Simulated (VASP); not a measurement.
# Si: vibrations by perturbation theory with LDA

The system is Si.

```xyz
2
Lattice="0.0000 2.6828 2.6828 2.6828 0.0000 2.6828 2.6828 2.6828 0.0000" Properties=species:S:1:pos:R:3 pbc="T T T"
Si    2.6828    2.6828    2.6828
Si    4.0243    4.0243    4.0243
```

This cell differs from its parent crystal: phonons at volume x 0.98.

```
Program                : VASP 6.6.1
Task                   : vibrations by perturbation theory
Functional             : LDA
Potentials or basis    : VASP PAW LDA potentials, release 64 (Si)
Cutoff                 : 520 eV
k mesh                 : 12 × 12 × 12
Occupations            : gaussian, width 0.01 eV
Spin                   : no spin polarisation
Dipole correction      : no
Further INCAR settings : ALGO = Normal; EDIFF = 1e-08; IBRION = 8; NSW = 1
```

```
Electronic dielectric tensor (diagonal) : 13.36
Born charges (mean of the diagonal)     : Si +0.00 e
Highest phonon frequency at Γ           : 524 cm⁻¹
```

Phonon frequencies in cm⁻¹ (negative: imaginary):
```
              q point        frequencies
(0.000, 0.000, 0.000)  0 0 0 524 524 524
```

Electronic dielectric tensor:
```
13.36  0.00  0.00
 0.00 13.36  0.00
 0.00  0.00 13.36
```

Born effective charge tensors (e):
atom 1, Si
```
0.00 0.00 0.00
0.00 0.00 0.00
0.00 0.00 0.00
```
atom 2, Si
```
0.00 0.00 0.00
0.00 0.00 0.00
0.00 0.00 0.00
```

Wall time 3.9 min on 1 thread of Intel(R) Xeon(R) Platinum 8375C CPU @ 2.90GHz (Ice Lake) (shared host), peak memory 0.3 GiB.

Caveat: the cell differs from its parent crystal (phonons at volume x 0.98); the cell wasn't relaxed at this level first, which shifts response properties.
